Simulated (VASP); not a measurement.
TiNi, 2 atoms in the cell. The structure is cubic, space group Pm-3m (No. 221). Conventional cell: a = 2.928 Å, b = 2.928 Å, c = 2.928 Å, α = 90.00°, β = 90.00°, γ = 90.00°. Ti (site symmetry m-3m) has 8 Ni at 2.54 Å and 6 Ti at 2.93 Å within 3.3 Å. Within 3.3 Å of Ni (site symmetry m-3m) lie 8 Ti at 2.54 Å and 6 Ni at 2.93 Å.  This cell differs from its parent crystal: volume scaled by 0.94.

| Property | Result |
| --- | --- |
| Program | VASP 6.6.1 |
| Task | single point |
| Functional | r2SCAN |
| Potentials or basis | VASP PAW PBE potentials, release 64 (Ti_sv, Ni) |
| Cutoff | 520 eV |
| k mesh | 14 × 14 × 14 |
| Occupations | gaussian, width 0.1 eV |
| Spin | no spin polarisation |
| Dipole correction | no |
| Further INCAR settings | ALGO = Normal; EDIFF = 1e-07; NBANDS = 18 |

Potentials or basis: VASP PAW PBE potentials, release 64 (Ti_sv, Ni).

Launch:

```bash
$ cat potpaw_PBE.64/Ti_sv/POTCAR potpaw_PBE.64/Ni/POTCAR > POTCAR
$ cp INCAR.step1 INCAR
$ mpirun -np 1 vasp_std > vasp.out
$ cp INCAR.step2 INCAR
$ mpirun -np 1 vasp_std > vasp.out
```

Hardware: 1 thread of Intel(R) Xeon(R) Platinum 8488C (Sapphire Rapids), on a shared host.

**Question.** How long does it take, and how much memory?

**Answer.** Run time: 87 s on 1 thread of Intel(R) Xeon(R) Platinum 8488C (Sapphire Rapids), with other jobs on the host, peak memory 0.19 GiB. Counts: k points 120.
